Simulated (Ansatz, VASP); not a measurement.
This is a calculation of AlNi for VASP 6.6.1.

File INCAR:

```
SYSTEM = AlNi
PREC     = Accurate       ! precision mode
ENCUT    = 520            ! plane-wave cutoff, eV
EDIFF    = 1E-6           ! SCF threshold, eV
ISMEAR   = -1             ! smearing method
SIGMA    = 0.05           ! smearing width, eV
LREAL    = .FALSE.        ! projectors in reciprocal space
LASPH    = .TRUE.         ! aspherical terms in the spheres
NELM     = 150            ! most SCF steps
ALGO     = Normal         ! electronic algorithm
ISIF     = 2              ! what is computed and relaxed
LWAVE    = .FALSE.        ! write WAVECAR
LCHARG   = .FALSE.        ! write CHGCAR
ISPIN    = 2              ! spin polarisation
MAGMOM   = 1 0            ! initial moments
LORBIT   = 11             ! projections on sites
LMAXMIX  = 4              ! l up to which the mixer works
NBANDS   = 18             ! bands
```

Contents of KPOINTS:

```
regular mesh
0
G
  10 10 9
  0 0 0
```

Contents of POSCAR:

```
AlNi
1.0
    1.9124922205     -1.9267924526      0.0000000000
    1.9124922205      1.9267924526      0.0000000000
    0.0000000000      0.0000000000      3.0575407166
Ni Al
1 1
Direct
    0.5000000000      0.5000000000      0.5000000000
    0.0000000000      0.0000000000      0.0000000000
```

Potentials or basis: VASP PAW LDA potentials, release 64 (Ni, Al).

Launch:

```bash
$ cat potpaw_LDA.64/Ni/POTCAR potpaw_LDA.64/Al/POTCAR > POTCAR
$ mpirun -np 1 vasp_std > vasp.out
```

Question: Translate it to Ansatz 0.2.0. Potentials there: all-electron LAPW, scalar-relativistic.

Answer: As run (the cutoff follows the program's own potentials):

File input.yaml:

```yaml
crystal:
  lattice:
    - [1.9124922205, -1.9267924526, 0.0]
    - [1.9124922205, 1.9267924526, 0.0]
    - [0.0, 0.0, 3.0575407166]
  atoms:
    - { symbol: Ni, position: [0.5, 0.5, 0.5], spin: 1.0 }
    - { symbol: Al, position: [0.0, 0.0, 0.0] }
kpoints:
  mp_grid: { grid: [10, 10, 9] }
scf:
  occupations: { method: fermi_dirac, width: 0.05 }
hamiltonian:
  xc: lda
  pseudopotentials: { kind: all_electron, lapw: { basis_error: 0.001 } }
magnetization:
  spin_polarized: true
output:
  forces: true
  stress: true
  eigenvalues: true
```

Potentials or basis: all-electron LAPW, scalar-relativistic.

The run is started by

```sh
$ ansatz run input.yaml --threads 2 --pin off --max-ram 6144MiB --backend cpu --events-out ev --progress --plain --runs-dir out
```

Both were run:

|  | VASP | Ansatz | Ansatz less VASP |
| --- | --- | --- | --- |
| gap on the k mesh at the Fermi level (eV) | none | none | - |
| pressure (GPa) | 2.7 | 2.2 | -0.47 |
| traceless stress, the component that is largest in VASP (GPa) | -5.40 | -5.24 | +0.159 |
| net moment per atom (μB) | 0.00 | 0.00 | 0.000 |

LDA's correlation is that of Perdew and Zunger in VASP and of Perdew and Wang (1992) in Ansatz. A gap of «none» marks a metal or a gap that the smearing closes. Ansatz ran all-electron here, and VASP with PAW potentials.
